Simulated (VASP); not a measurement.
# Zr (Fm-3m) in VASP: notebook

Zr is run at these levels: r2SCAN+D4+U, HSE06; tasks: single point.

All numbers are computed with VASP 6.6.1; they aren't measurements. Logs are shortened: lines on timing, memory, paths and dates and some standing lists are left out, and cuts for length are marked.

### 1 The cell of the first run

The structure is cubic, space group Fm-3m (No. 225). Conventional cell: a = 4.510 Å, b = 4.510 Å, c = 4.510 Å, α = 90.00°, β = 90.00°, γ = 90.00°. Within 4.2 Å of Zr (site symmetry m-3m) lie 12 Zr at 3.19 Å.

This isn't the form of Zr at room conditions, which is hcp.

### 2 Single point, r2SCAN+D4+U

POSCAR reads:

```
Zr
1.0
    0.0000000000      2.2550000000      2.2550000000
    2.2550000000      0.0000000000      2.2550000000
    2.2550000000      2.2550000000      0.0000000000
Zr
1
Direct
    0.0000000000      0.0000000000      0.0000000000
```

INCAR.step1 reads:

```
SYSTEM = Zr
PREC = Accurate ; ENCUT = 550
ISMEAR = -1 ; SIGMA = 0.15
LREAL = .False. ; LASPH = .True.
NELM = 200 ; LMAXMIX = 4
LDAU = .True. ; LDAUTYPE = 2
LDAUL = 2 ; LDAUU = 3.5
LDAUJ = 0 ; NBANDS = 12
GGA = PE ; ALGO = Normal
EDIFF = 1E-5 ; LWAVE = .True.
LCHARG = .False. ; GGA_COMPAT = .False.
```

INCAR.step2 reads:

```
SYSTEM = Zr
PREC = Accurate ; ENCUT = 550
EDIFF = 1E-6 ; ISMEAR = -1
SIGMA = 0.15 ; LREAL = .False.
LASPH = .True. ; NELM = 200
ALGO = Normal ; ISIF = 2
LWAVE = .False. ; LCHARG = .False.
LMAXMIX = 4 ; LDAU = .True.
LDAUTYPE = 2 ; LDAUL = 2
LDAUU = 3.5 ; LDAUJ = 0
LDAUPRINT = 1 ; METAGGA = R2SCAN
LMIXTAU = .True. ; IVDW = 13
VDW_S6 = 1.0 ; VDW_S8 = 0.6018749
VDW_A1 = 0.51559235 ; VDW_A2 = 5.77342911
NBANDS = 12 ; ISTART = 1
GGA_COMPAT = .False.
```

KPOINTS reads:

```
Automatic mesh
0
Gamma
  10 10 10
  0 0 0
```

Potentials or basis: VASP PAW PBE potentials, release 64 (Zr_sv).

On the command line:

```
$ cat potpaw_PBE.64/Zr_sv/POTCAR > POTCAR
$ cp INCAR.step1 INCAR
$ mpirun -np 1 vasp_std > vasp.out
$ cp INCAR.step2 INCAR
$ mpirun -np 1 vasp_std > vasp.out
```

OUTCAR:

```text
SYSTEM = Zr
   PREC = Accurate
   ENCUT = 550
   EDIFF = 1E-6
   ISMEAR = -1
   LREAL = .False.
   LASPH = .True.
   NELM = 200
   ISIF = 2
   METAGGA = R2SCAN
   IVDW = 13
   ISTART = 1

 ion  position               nearest neighbor table
   1  0.000  0.000  0.000-

  LATTYP: Found a face centered cubic cell.
 ALAT       =     4.5100000000

  Lattice vectors:

 A1 = (   0.0000000000,   2.2550000000,   2.2550000000)
 A2 = (   2.2550000000,   0.0000000000,   2.2550000000)
 A3 = (   2.2550000000,   2.2550000000,   0.0000000000)

Analysis of symmetry for initial positions (statically):
=====================================================================
 Subroutine PRICEL returns:
 Original cell was already a primitive cell.

 Routine SETGRP: Setting up the symmetry group for a
 face centered cubic supercell.

 Subroutine GETGRP returns: Found 48 space group operations
 (whereof 48 operations were pure point group operations)
 out of a pool of 48 trial point group operations.

The static configuration has the point symmetry O_h .

Analysis of symmetry for dynamics (positions and initial velocities):
=====================================================================
 Subroutine PRICEL returns:
 Original cell was already a primitive cell.

 Routine SETGRP: Setting up the symmetry group for a
 face centered cubic supercell.

 Subroutine GETGRP returns: Found 48 space group operations
 (whereof 48 operations were pure point group operations)
 out of a pool of 48 trial point group operations.

The dynamic configuration has the point symmetry O_h .

 Subroutine INISYM returns: Found 48 space group operations
 (whereof 48 operations are pure point group operations),
 and found     1 'primitive' translations

----------------------------------------------------------------------------------------

                                     Primitive cell

  volume of cell :      22.9335

  direct lattice vectors                    reciprocal lattice vectors
     0.000000000  2.255000000  2.255000000    -0.221729490  0.221729490  0.221729490
     2.255000000  0.000000000  2.255000000     0.221729490 -0.221729490  0.221729490
     2.255000000  2.255000000  0.000000000     0.221729490  0.221729490 -0.221729490

  length of vectors
     3.189051583  3.189051583  3.189051583     0.384046742  0.384046742  0.384046742

  position of ions in fractional coordinates (direct lattice)
     0.000000000  0.000000000  0.000000000

  ion indices of the primitive-cell ions
   primitive index   ion index
                 1           1

----------------------------------------------------------------------------------------

 KPOINTS: Automatic mesh

Automatic generation of k-mesh.
 Grid dimensions read from file:
 generate k-points for:   10   10   10

 Generating k-lattice:

  Cartesian coordinates                     Fractional coordinates (reciprocal lattice)
    -0.022172949  0.022172949  0.022172949     0.100000000  0.000000000  0.000000000
     0.022172949 -0.022172949  0.022172949     0.000000000  0.100000000  0.000000000
     0.022172949  0.022172949 -0.022172949     0.000000000  0.000000000  0.100000000

  Length of vectors
     0.038404674  0.038404674  0.038404674

  Shift w.r.t. Gamma in fractional coordinates (k-lattice)
     0.000000000  0.000000000  0.000000000

 Subroutine IBZKPT returns following result:
 ===========================================

 Found     47 irreducible k-points:

 Following reciprocal coordinates:
            Coordinates               Weight
  0.000000  0.000000  0.000000      1.000000
  0.100000  0.000000  0.000000      8.000000
  0.200000  0.000000  0.000000      8.000000
  0.300000  0.000000  0.000000      8.000000
  0.400000  0.000000  0.000000      8.000000
  0.500000  0.000000  0.000000      4.000000
[... 16 lines left out ...]
  0.300000  0.300000  0.000000      6.000000
  0.400000  0.300000  0.000000     24.000000
 [... further k-points ...]
   k-points           NKPTS =     47   k-points in BZ     NKDIM =     47   number of bands    NBANDS=     12
   number of dos      NEDOS =    301   number of ions     NIONS =      1
   total plane-waves  NPLWV =  13824
   dimension x,y,z NGX =    24 NGY =   24 NGZ =   24
   dimension x,y,z NGXF=    48 NGYF=   48 NGZF=   48
   ions per type =               1
   NGX,Y,Z   is equivalent  to a cutoff of  12.51, 12.51, 12.51 a.u.
   NGXF,Y,Z  is equivalent  to a cutoff of  25.02, 25.02, 25.02 a.u.
 SYSTEM =  Zr
   PREC   = accura    normal or accurate (medium, high low for compatibility)
   ISTART =      1    job   : 0-new  1-cont  2-samecut
   ICHARG =      0    charge: 1-file 2-atom 10-const
   ISPIN  =      1    spin polarized calculation?
   LNONCOLLINEAR =      F non collinear calculations
   LSORBIT =      F    spin-orbit coupling
   LASPH  =      T    aspherical Exc in radial PAW
   ENCUT  =  550.0 eV  40.42 Ry    6.36 a.u.   6.10  6.10  6.10*2*pi/ulx,y,z
   NELM   =    200;   NELMIN=  2; NELMDL=  0     # of ELM steps
   EDIFF  = 0.1E-05   stopping-criterion for ELM
   LREAL  =      F    real-space projection
   EDIFFG = 0.1E-04   stopping-criterion for IOM
   NSW    =      0    number of steps for IOM
   IBRION =     -1    ionic relax: 0-MD 1-quasi-New 2-CG
   NFREE  =      0    steps in history (QN), initial steepest desc. (CG)
   ISIF   =      2    stress and relaxation
   ISYM   =      2    0-nonsym 1-usesym 2-fastsym
   POTIM  = 0.5000    time-step for ionic-motion
   TEBEG  =    0.0;   TEEND  =   0.0 temperature during run
   PSTRESS=    0.0 pullay stress
   NELECT =      12.0000    total number of electrons
   NUPDOWN=      -1.0000    fix difference up-down
   EMIN   =  10.00;   EMAX   =-10.00  energy-range for DOS
   EFERMI =   0.00;   METHOD = LEGACY
   ISMEAR =    -1;   SIGMA  =   0.15  broadening in eV -4-tet -1-fermi 0-gaus
   EFERMI_NEDOS =   21; number of points for ismear=-14 and -15
   IALGO  =     38    algorithm
   IMIX   =      4    mixing-type and parameters
     AMIX     =   0.40;   BMIX     =  1.00
     AMIX_MAG =   1.60;   BMIX_MAG =  1.00
  volume/ion in A,a.u.               =      22.93       154.76
  Fermi-wavevector in a.u.,A,eV,Ry     =   1.319204  2.492935 23.678216  1.740300
  Thomas-Fermi vector in A             =   2.449119
   LORBIT       =      0    0 simple, 1 ext, 2 COOP (PROOUT), +10 PAW based schemes
 LDA+U is selected, type is set to LDAUTYPE =  2
   angular momentum for each species LDAUL =     2
   U (eV)           for each species LDAUU =   3.5
   J (eV)           for each species LDAUJ =   0.0
   METAGGA = R2SCAN    functional components
   LHFCALC =     F    Hartree Fock is set to
   AEXX    =    0.0000 exact exchange contribution
   IVDW    =    13    specifies the selected vdW correction
   LEPSILON=     F    determine dielectric tensor
   LRPA    =     F    only Hartree local field effects (RPA)
 non-spin polarized calculation
  energy-cutoff  :      550.00
  volume of cell :       22.93
 maximum number of plane-waves:       692
   NGX = 13   NGY = 13   NGZ = 13

atom =   1  type =  1  l = 2

 onsite density matrix

spin component  1

  0.1708 -0.0000 -0.0000  0.0000 -0.0000
 -0.0000  0.1708  0.0000 -0.0000  0.0000
 -0.0000  0.0000  0.1087  0.0000  0.0000
  0.0000 -0.0000  0.0000  0.1708 -0.0000
 -0.0000  0.0000  0.0000 -0.0000  0.1087

spin component  2

  0.1708 -0.0000 -0.0000  0.0000 -0.0000
 -0.0000  0.1708  0.0000 -0.0000  0.0000
 -0.0000  0.0000  0.1087  0.0000  0.0000
  0.0000 -0.0000  0.0000  0.1708 -0.0000
 -0.0000  0.0000  0.0000 -0.0000  0.1087

 occupancies and eigenvectors

  o =  0.1087  v =  0.0000 -0.0000 -0.0695 -0.0000 -0.9976  0.0000  0.0000  0.0000  0.0000  0.0000      0.0000  0.0000  0.0000  0.0000  0.0000  0.0000  0.0000  0.0000  0.0000  0.0000
  o =  0.1087  v =  0.0000  0.0000  0.0000  0.0000  0.0000  0.0000 -0.0000 -0.0695 -0.0000 -0.9976      0.0000  0.0000  0.0000  0.0000  0.0000  0.0000  0.0000  0.0000  0.0000  0.0000
  o =  0.1087  v =  0.0000  0.0000 -0.9976  0.0000  0.0695  0.0000  0.0000  0.0000  0.0000  0.0000      0.0000  0.0000  0.0000  0.0000  0.0000  0.0000  0.0000  0.0000  0.0000  0.0000
  o =  0.1087  v =  0.0000  0.0000  0.0000  0.0000  0.0000  0.0000  0.0000 -0.9976  0.0000  0.0695      0.0000  0.0000  0.0000  0.0000  0.0000  0.0000  0.0000  0.0000  0.0000  0.0000
  o =  0.1708  v =  0.0000  0.6451  0.0000 -0.7641 -0.0000  0.0000  0.0000  0.0000  0.0000  0.0000      0.0000  0.0000  0.0000  0.0000  0.0000  0.0000  0.0000  0.0000  0.0000  0.0000
  o =  0.1708  v =  0.0000  0.0000  0.0000  0.0000  0.0000  0.0000  0.6451  0.0000 -0.7641 -0.0000      0.0000  0.0000  0.0000  0.0000  0.0000  0.0000  0.0000  0.0000  0.0000  0.0000
  o =  0.1708  v =  0.0000  0.0000  0.0000  0.0000  0.0000  1.0000  0.0000  0.0000  0.0000  0.0000      0.0000  0.0000  0.0000  0.0000  0.0000  0.0000  0.0000  0.0000  0.0000  0.0000
  o =  0.1708  v =  1.0000  0.0000  0.0000  0.0000  0.0000  0.0000  0.0000  0.0000  0.0000  0.0000      0.0000  0.0000  0.0000  0.0000  0.0000  0.0000  0.0000  0.0000  0.0000  0.0000
  o =  0.1708  v =  0.0000  0.7641  0.0000  0.6451 -0.0000  0.0000  0.0000  0.0000  0.0000  0.0000      0.0000  0.0000  0.0000  0.0000  0.0000  0.0000  0.0000  0.0000  0.0000  0.0000
  o =  0.1708  v =  0.0000  0.0000  0.0000  0.0000  0.0000  0.0000  0.7641  0.0000  0.6451 -0.0000      0.0000  0.0000  0.0000  0.0000  0.0000  0.0000  0.0000  0.0000  0.0000  0.0000

 number of electron      12.0000000 magnetization

 Free energy of the ion-electron system (eV)
  ---------------------------------------------------
  ext. energy  EPLUGINS =         0.00000000
  ---------------------------------------------------
  free energy    TOTEN  =       -20.46124578 eV

  energy without entropy =      -20.36129955  energy(sigma->0) =      -20.41127266

 E-fermi :   9.5385     XC(G=0): -12.0810

 val. band max:        9.5322951424   @ k =  -0.2000   0.1000   0.0000
 cond. band min:       9.5774734776   @ k =  -0.4000   0.1000   0.0000
 fundamental gap:      0.0451783352
 Fermi energy:         9.5384921450

 k-point     1 :       0.0000    0.0000    0.0000
  band No.  band energies     occupation
      1     -41.6034      2.00000
      2     -18.3446      2.00000
      3     -18.3446      2.00000
      4     -18.3446      2.00000
      5       3.1101      2.00000
      6      10.9478      0.00017
      7      10.9478      0.00017
      8      10.9478      0.00017
      9      13.8932      0.00000
     10      13.8932      0.00000
     11      19.9567      0.00000
     12      24.5789      0.00000

 k-point     2 :       0.1000    0.0000    0.0000
  band No.  band energies     occupation
      1     -41.5884      2.00000
      2     -18.4504      2.00000
      3     -18.3574      2.00000
      4     -18.3574      2.00000
      5       3.4474      2.00000
      6      10.5876      0.00183
      7      11.0982      0.00006
      8      11.0982      0.00006
      9      13.7209      0.00000
     10      13.7209      0.00000
     11      20.7071      0.00000
     12      23.3461      0.00000

 k-point     3 :       0.2000    0.0000    0.0000
  band No.  band energies     occupation
      1     -41.5491      2.00000
      2     -18.7207      2.00000
      3     -18.3910      2.00000
      4     -18.3910      2.00000
      5       4.3507      2.00000
      6       9.8901      0.17513
      7      11.3438      0.00001
      8      11.3438      0.00001
      9      13.5803      0.00000
     10      13.5803      0.00000
     11      21.1604      0.00000
     12      22.9527      0.00000
[... 286 lines left out ...]
 k-point    23 :       0.3000    0.3000    0.0000
  band No.  band energies     occupation
      1     -41.4660      2.00000
      2     -19.0072      2.00000
      3     -18.5857      2.00000
      4     -18.5857      2.00000
      5       6.0761      2.00000
      6       8.2708      1.99957
      7      10.8514      0.00032
      8      13.2321      0.00000
      9      13.2321      0.00000
     10      15.0540      0.00000
     11      23.7354      0.00000
     12      23.7354      0.00000

 k-point    24 :       0.4000    0.3000    0.0000
  band No.  band energies     occupation
      1     -41.4344      2.00000
      2     -19.1404      2.00000
      3     -18.6605      2.00000
      4     -18.6261      2.00000
      5       6.6163      2.00000
      6       7.9963      1.99993
      7      10.6008      0.00168
      8      13.5543      0.00000
      9      14.4578      0.00000
     10      15.5894      0.00000
     11      21.5383      0.00000
     12      22.6685      0.00000

 [... further k-points ...]

------------------------ aborting loop because EDIFF is reached ----------------------------------------

  DFT-D4 for vdW energy calculation

  Edisp (eV):   -0.06567

  FORCE on cell =-STRESS in cart. coord.  units (eV):
  Direction    XX          YY          ZZ          XY          YZ          ZX
  --------------------------------------------------------------------------------------
  -------------------------------------------------------------------------------------
  Total       1.76413     1.76413     1.76413    -0.00000     0.00000     0.00000
  in kB     123.24538   123.24538   123.24538    -0.00000     0.00000     0.00000
  external pressure =      123.25 kB  Pullay stress =        0.00 kB

 VOLUME and BASIS-vectors are now :
 -----------------------------------------------------------------------------
  energy-cutoff  :      550.00
  volume of cell :       22.93
      direct lattice vectors                 reciprocal lattice vectors
     0.000000000  2.255000000  2.255000000    -0.221729490  0.221729490  0.221729490
     2.255000000  0.000000000  2.255000000     0.221729490 -0.221729490  0.221729490
     2.255000000  2.255000000  0.000000000     0.221729490  0.221729490 -0.221729490

 POSITION                                       TOTAL-FORCE (eV/Angst)
 -----------------------------------------------------------------------------------
      0.00000      0.00000      0.00000         0.000000      0.000000      0.000000
 -----------------------------------------------------------------------------------
    total drift:                                0.000000      0.000000     -0.000000

  FREE ENERGIE OF THE ION-ELECTRON SYSTEM (eV)
  ---------------------------------------------------
  free  energy   TOTEN  =       -20.5269136020 eV

  energy  without entropy=      -20.4269673699  energy(sigma->0) =      -20.47694049
```

Wall time 18 s (1 thread of Intel Xeon 6975P-C (Granite Rapids), shared host); peak memory 0.15 GiB.

What came out:

| Property | Result |
| --- | --- |
| Free energy | -20.5269 eV |
| Pressure | 12.3 GPa |
| Band gap on the k mesh | zero (bands 6 and 7 overlap by 1.70 eV) |
| Dispersion energy per atom | -0.066 eV |

Eigenvalues of the final occupation matrices:
| site | spin | trace | eigenvalues |
| --- | --- | --- | --- |
| site 1 d | 1 | 0.73 | 0.11 0.11 0.17 0.17 0.17 |
| site 1 d | 2 | 0.73 | 0.11 0.11 0.17 0.17 0.17 |

Caveat: the cell stands under pressure; the PAW data sets were made with another functional, which shifts forces and pressure a little; U without spin polarisation on a metal has little footing; the U is typed as a test and isn't derived for this compound.

[end of part 1 of 2]
